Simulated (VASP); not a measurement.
# Si7Ge (Cmm2) in VASP: a series of runs

Runs on Si7Ge. Level: r2SCAN. Tasks: single point.

All numbers are computed with VASP 6.6.1; they aren't measurements. Logs are shortened: lines on timing, memory, paths and dates and some standing lists are left out, and cuts for length are marked.

## 1. The cell of the first run

It takes space group Cmm2 (No. 35, orthorhombic). Conventional cell: a = 7.733 Å, b = 7.733 Å, c = 5.468 Å, α = 90.00°, β = 90.00°, γ = 90.00°. Si (site symmetry m) has 3 Si at 2.36 Å and 1 Ge at 2.68 Å within 3.1 Å. Si (site symmetry 2) has 4 Si at 2.36 Å within 3.1 Å. Within 3.1 Å of Si (site symmetry mm2) lie 4 Si at 2.36 Å. Si (site symmetry m) has 1 Ge at 2.16 Å and 3 Si at 2.36 Å within 2.9 Å. Ge (site symmetry mm2) has 4 Si at 2.16 to 2.68 Å within 2.9 Å.

## 2. Single point, r2SCAN (atom 8 (Ge) moved -0.450 Å along Cartesian [0 0 1])

POSCAR

```
Si7Ge
1.0
    5.4679684317      0.0000000000      0.0000000000
    0.0000000000      5.4679684317      0.0000000000
    0.0000000000      0.0000000000      5.4679684317
Si Ge
7 1
Direct
    0.2524307582      0.2524307582      0.2524307582
    0.0000000000      0.5000000000      0.5000000000
    0.5000000000      0.5000000000      0.0000000000
    0.5000000000      0.0000000000      0.5000000000
    0.7475692418      0.2524307582      0.7475692418
    0.7475692418      0.7475692418      0.2524307582
    0.2524307582      0.7475692418      0.7475692418
    0.0000000000      0.0000000000     -0.0822974759
```

INCAR.step1

```
SYSTEM = Si7Ge
PREC = Accurate
ENCUT = 520
ISMEAR = 0
SIGMA = 0.05
LREAL = .False.
LASPH = .True.
NELM = 100
NBANDS = 31
GGA = PE
ALGO = Normal
EDIFF = 1E-4
LWAVE = .True.
LCHARG = .False.
```

INCAR.step2

```
SYSTEM = Si7Ge
PREC = Accurate
ENCUT = 520
EDIFF = 1E-6
ISMEAR = 0
SIGMA = 0.05
LREAL = .False.
LASPH = .True.
NELM = 100
ALGO = Normal
ISIF = 2
LWAVE = .False.
LCHARG = .True.
METAGGA = R2SCAN
LMIXTAU = .True.
LELF = .True.
LVHAR = .True.
NBANDS = 31
ISTART = 1
```

KPOINTS

```
Automatic mesh
0
Gamma
  6 6 6
  0 0 0
```

Potentials or basis: VASP PAW PBE potentials, release 64 (Si, Ge_d).

Run with:

```console
> cat potpaw_PBE.64/Si/POTCAR potpaw_PBE.64/Ge_d/POTCAR > POTCAR
> cp INCAR.step1 INCAR
> mpirun -np 1 vasp_std > vasp.out
> cp INCAR.step2 INCAR
> mpirun -np 1 vasp_std > vasp.out
```

OUTCAR:

```text
SYSTEM = Si7Ge
   PREC = Accurate
   ENCUT = 520
   EDIFF = 1E-6
   ISMEAR = 0
   LREAL = .False.
   LASPH = .True.
   NELM = 100
   ISIF = 2
   METAGGA = R2SCAN
   ISTART = 1

 ion  position               nearest neighbor table
   1  0.252  0.252  0.252-   2 2.36   3 2.36   4 2.36   8 2.68
   2  0.000  0.500  0.500-   1 2.36   5 2.36   6 2.36   7 2.36
   3  0.500  0.500  0.000-   1 2.36   5 2.36   6 2.36   7 2.36
   4  0.500  0.000  0.500-   1 2.36   5 2.36   6 2.36   7 2.36
   5  0.748  0.252  0.748-   8 2.16   3 2.36   4 2.36   2 2.36
   6  0.748  0.748  0.252-   2 2.36   3 2.36   4 2.36   8 2.68
   7  0.252  0.748  0.748-   8 2.16   3 2.36   4 2.36   2 2.36
   8  0.000  0.000  0.918-   5 2.16   7 2.16   6 2.68   1 2.68

  LATTYP: Found a simple cubic cell.
 ALAT       =     5.4679684317

  Lattice vectors:

 A1 = (   5.4679684317,   0.0000000000,   0.0000000000)
 A2 = (   0.0000000000,   5.4679684317,   0.0000000000)
 A3 = (   0.0000000000,   0.0000000000,   5.4679684317)

Analysis of symmetry for initial positions (statically):
=====================================================================
 Subroutine PRICEL returns:
 Original cell was already a primitive cell.

 Routine SETGRP: Setting up the symmetry group for a
 simple cubic supercell.

 Subroutine GETGRP returns: Found  4 space group operations
 (whereof  4 operations were pure point group operations)
 out of a pool of 48 trial point group operations.

The static configuration has the point symmetry C_2v.

Analysis of symmetry for dynamics (positions and initial velocities):
=====================================================================
 Subroutine PRICEL returns:
 Original cell was already a primitive cell.

 Routine SETGRP: Setting up the symmetry group for a
 simple cubic supercell.

 Subroutine GETGRP returns: Found  4 space group operations
 (whereof  4 operations were pure point group operations)
 out of a pool of 48 trial point group operations.

The dynamic configuration has the point symmetry C_2v.

 Subroutine INISYM returns: Found  4 space group operations
 (whereof  4 operations are pure point group operations),
 and found     1 'primitive' translations

[... 107 lines left out ...]
   LREAL  =      F    real-space projection
   EDIFFG = 0.1E-04   stopping-criterion for IOM
   NSW    =      0    number of steps for IOM
   IBRION =     -1    ionic relax: 0-MD 1-quasi-New 2-CG
   NFREE  =      0    steps in history (QN), initial steepest desc. (CG)
   ISIF   =      2    stress and relaxation
   ISYM   =      2    0-nonsym 1-usesym 2-fastsym
   POTIM  = 0.5000    time-step for ionic-motion
   TEBEG  =    0.0;   TEEND  =   0.0 temperature during run
   PSTRESS=    0.0 pullay stress
   NELECT =      42.0000    total number of electrons
   NUPDOWN=      -1.0000    fix difference up-down
   EMIN   =  10.00;   EMAX   =-10.00  energy-range for DOS
   EFERMI =   0.00;   METHOD = LEGACY
   ISMEAR =     0;   SIGMA  =   0.05  broadening in eV -4-tet -1-fermi 0-gaus
   EFERMI_NEDOS =   21; number of points for ismear=-14 and -15
   IALGO  =     38    algorithm
   IMIX   =      4    mixing-type and parameters
     AMIX     =   0.40;   BMIX     =  1.00
     AMIX_MAG =   1.60;   BMIX_MAG =  1.00
  volume/ion in A,a.u.               =      20.44       137.91
  Fermi-wavevector in a.u.,A,eV,Ry     =   1.040715  1.966667 14.736311  1.083088
  Thomas-Fermi vector in A             =   2.175304
   LORBIT       =      0    0 simple, 1 ext, 2 COOP (PROOUT), +10 PAW based schemes
   METAGGA = R2SCAN    functional components
   LHFCALC =     F    Hartree Fock is set to
   AEXX    =    0.0000 exact exchange contribution
   IVDW    =     0    specifies the selected vdW correction
   LEPSILON=     F    determine dielectric tensor
   LRPA    =     F    only Hartree local field effects (RPA)
 non-spin polarized calculation
 Gauss-broadening in eV      SIGMA  =   0.05
  energy-cutoff  :      520.00
  volume of cell :      163.49
 maximum number of plane-waves:      4436
 NGX is ok and might be reduce to    42
   NGX = 21   NGY = 21   NGZ = 21

 number of electron      42.0000022 magnetization

 Free energy of the ion-electron system (eV)
  ---------------------------------------------------
  ext. energy  EPLUGINS =         0.00000000
  ---------------------------------------------------
  free energy    TOTEN  =       -74.00868570 eV

  energy without entropy =      -74.00867586  energy(sigma->0) =      -74.00868078

 E-fermi :   6.0321     XC(G=0):  -9.9769

 val. band max:        5.9323010425   @ k =  -0.1667   0.1667   0.0000
 cond. band min:       6.1272497496   @ k =   0.0000   0.0000   0.0000
 fundamental gap:      0.1949487071
 Fermi energy:         6.0320774352

 k-point     1 :       0.0000    0.0000    0.0000
  band No.  band energies     occupation
      1     -19.4617      2.00000
      2     -19.4480      2.00000
      3     -19.4091      2.00000
      4     -19.3984      2.00000
      5     -19.3980      2.00000
      6      -7.1823      2.00000
[... 805 lines left out ...]
     30      10.6909      0.00000
     31      11.0355      0.00000

 [... further k-points ...]

------------------------ aborting loop because EDIFF is reached ----------------------------------------

  FORCE on cell =-STRESS in cart. coord.  units (eV):
  Direction    XX          YY          ZZ          XY          YZ          ZX
  --------------------------------------------------------------------------------------
  -------------------------------------------------------------------------------------
  Total        2.8312368      2.8312368     -0.7604710     -4.8386788      0.0000000      0.0000000
  in kB       27.7465365     27.7465365     -7.4527280    -47.4197628      0.0000000      0.0000000
  external PRESSURE =      16.0134483 kB  Pullay stress =       0.0000000 kB

 VOLUME and BASIS-vectors are now :
 -----------------------------------------------------------------------------
  energy-cutoff  :      520.00
  volume of cell :      163.49
      direct lattice vectors                 reciprocal lattice vectors
     5.467968432  0.000000000  0.000000000     0.182883280  0.000000000  0.000000000
     0.000000000  5.467968432  0.000000000     0.000000000  0.182883280  0.000000000
     0.000000000  0.000000000  5.467968432     0.000000000  0.000000000  0.182883280

 POSITION                                       TOTAL-FORCE (eV/Angst)
 -----------------------------------------------------------------------------------
      1.38028      1.38028      1.38028        -0.565981     -0.565981     -1.024059
      0.00000      2.73398      2.73398         0.000000      0.000000     -0.414446
      2.73398      2.73398      0.00000         0.000000      0.000000      0.694948
      2.73398      0.00000      2.73398         0.000000      0.000000     -0.414446
      4.08769      1.38028      4.08769        -1.645038      1.645038     -1.503637
      4.08769      4.08769      1.38028         0.565981      0.565981     -1.024059
      1.38028      4.08769      4.08769         1.645038     -1.645038     -1.503637
      0.00000      0.00000      5.01797         0.000000      0.000000      5.189335
 -----------------------------------------------------------------------------------
    total drift:                               -0.000000     -0.000000      0.002757

  FREE ENERGIE OF THE ION-ELECTRON SYSTEM (eV)
  ---------------------------------------------------
  free  energy   TOTEN  =       -74.0086856982 eV

  energy  without entropy=      -74.0086758563  energy(sigma->0) =      -74.00868078
```

OSZICAR.step1:

```text
N       E                     dE             d eps       ncg     rms          rms(c)
DAV:   1     0.230496618960E+03    0.23050E+03   -0.16422E+04  3951   0.178E+03
DAV:   2    -0.795438461908E+01   -0.23845E+03   -0.22399E+03  3491   0.446E+02
DAV:   3    -0.404073486873E+02   -0.32453E+02   -0.31836E+02  3993   0.103E+02
DAV:   4    -0.418823257460E+02   -0.14750E+01   -0.14721E+01  4139   0.251E+01
DAV:   5    -0.419182675538E+02   -0.35942E-01   -0.35938E-01  4120   0.399E+00    0.949E+00
DAV:   6    -0.414212698040E+02    0.49700E+00   -0.29040E-01  3887   0.246E+00    0.573E+00
DAV:   7    -0.412075172880E+02    0.21375E+00   -0.56166E-01  3668   0.317E+00    0.425E-01
DAV:   8    -0.412106603383E+02   -0.31431E-02   -0.56235E-02  4011   0.152E+00    0.255E-01
DAV:   9    -0.412116671113E+02   -0.10068E-02   -0.29359E-03  4146   0.321E-01    0.147E-01
DAV:  10    -0.412119184365E+02   -0.25133E-03   -0.48880E-04  3751   0.114E-01    0.518E-02
DAV:  11    -0.412120198312E+02   -0.10139E-03   -0.14565E-04  3064   0.633E-02    0.117E-02
DAV:  12    -0.412120210391E+02   -0.12079E-05   -0.14993E-05  2284   0.266E-02
   1 F= -.41212021E+02 E0= -.41211745E+02  d E =-.552403E-03
```

Run time: 12 min. Hardware: 1 thread of Intel Xeon Platinum 8259CL at 2.50GHz (Skylake/Cascade Lake), shared host; peak memory 0.42 GiB.

What came out:

| Quantity | Value |
| --- | --- |
| Free energy | -74.0087 eV |
| Pressure | 1.6 GPa |
| Largest force | 5.189 eV/Å |
| Band gap on the k mesh | 0.19 eV (least direct gap 0.39 eV) |

Forces on the atoms (eV/Å):
```
Si  -0.566 -0.566 -1.024
Si   0.000  0.000 -0.414
Si   0.000  0.000  0.695
Si   0.000  0.000 -0.414
Si  -1.645  1.645 -1.504
Si   0.566  0.566 -1.024
Si   1.645 -1.645 -1.504
Ge   0.000  0.000  5.189
```

Caveat: the cell differs from its parent crystal (atom 8 (Ge) moved -0.450 Å along Cartesian [0 0 1]); the PAW data sets were made with another functional, which shifts forces and pressure a little.

## 3. Single point, r2SCAN (atom 8 (Ge) moved +0.300 Å along Cartesian [0 0 1])

Edit POSCAR of step 2 so:

```diff
@@ -15,2 +15,2 @@
     0.2524307582      0.7475692418      0.7475692418
-    0.0000000000      0.0000000000     -0.0822974759
+    0.0000000000      0.0000000000      0.0548649839
```

INCAR.step1

```
ALGO = Normal
EDIFF = 1E-4
ENCUT = 520
GGA = PE
ISMEAR = 0
LASPH = T
LCHARG = F
LREAL = F
LWAVE = T
NBANDS = 31
NELM = 60
PREC = Accurate
SIGMA = 0.05
```

INCAR.step2

```
ALGO = Normal
EDIFF = 1E-6
ENCUT = 520
ISIF = 2
ISMEAR = 0
ISTART = 1
LASPH = T
LCHARG = F
LMIXTAU = T
LREAL = F
LWAVE = F
METAGGA = R2SCAN
NBANDS = 31
NELM = 60
PREC = Accurate
SIGMA = 0.05
```

KPOINTS

```
k-points
0
Gamma
  6 6 6
```

Potentials or basis: VASP PAW PBE potentials, release 64 (Si, Ge_d).

Run with:

```console
> cat potpaw_PBE.64/Si/POTCAR potpaw_PBE.64/Ge_d/POTCAR > POTCAR
> cp INCAR.step1 INCAR
> mpirun -np 1 vasp_std > vasp.out
> cp INCAR.step2 INCAR
> mpirun -np 1 vasp_std > vasp.out
```

Run time: 11 min. Hardware: 1 thread of Intel Xeon Platinum 8259CL at 2.50GHz (Skylake/Cascade Lake), shared host; peak memory 0.43 GiB.

The run converged. Its results:

- Free energy: -74.6831 eV
- Pressure: 0.7 GPa
- Largest force: 3.741 eV/Å
- Band gap on the k mesh: 0.33 eV

Forces in eV/Å, atoms in the order of the input:
```
Si   0.981  0.981  1.041
Si   0.000  0.000  0.284
Si   0.000  0.000 -0.492
Si   0.000  0.000  0.284
Si   0.470 -0.470  0.791
Si  -0.981 -0.981  1.041
Si  -0.470  0.470  0.791
Ge   0.000  0.000 -3.741
```

Stress tensor (GPa, compression positive):
```
 1.19  3.00  0.00
 3.00  1.19  0.00
 0.00  0.00 -0.42
```

Levels at points of the mesh, in eV from the valence-band top:
```tsv
k point	band 17	band 18	band 19	band 20	band 21	band 22	band 23	band 24	band 25	band 26
(0.00, 0.00, 0.00)	-3.23	-3.08	-0.61	-0.31	0.00	0.33	0.51	0.60	0.81	0.89
(0.50, 0.00, 0.00)	-3.87	-2.34	-2.33	-2.08	-2.03	0.94	1.10	3.02	3.05	4.00
(0.00, 0.00, 0.50)	-3.72	-2.71	-2.51	-2.18	-1.76	0.87	1.11	3.06	3.34	4.15
(0.50, 0.50, 0.00)	-3.98	-2.14	-1.85	-1.69	-1.16	2.08	2.27	2.34	2.92	4.51
(0.00, 0.50, 0.50)	-4.05	-1.86	-1.83	-1.52	-1.35	2.27	2.30	2.35	2.49	4.62
(0.50, 0.50, 0.50)	-1.64	-1.60	-1.59	-1.24	-0.82	1.07	1.47	1.47	1.57	2.89
```

Caveat: the cell differs from its parent crystal (atom 8 (Ge) moved +0.300 Å along Cartesian [0 0 1]); the PAW data sets were made with another functional, which shifts forces and pressure a little.
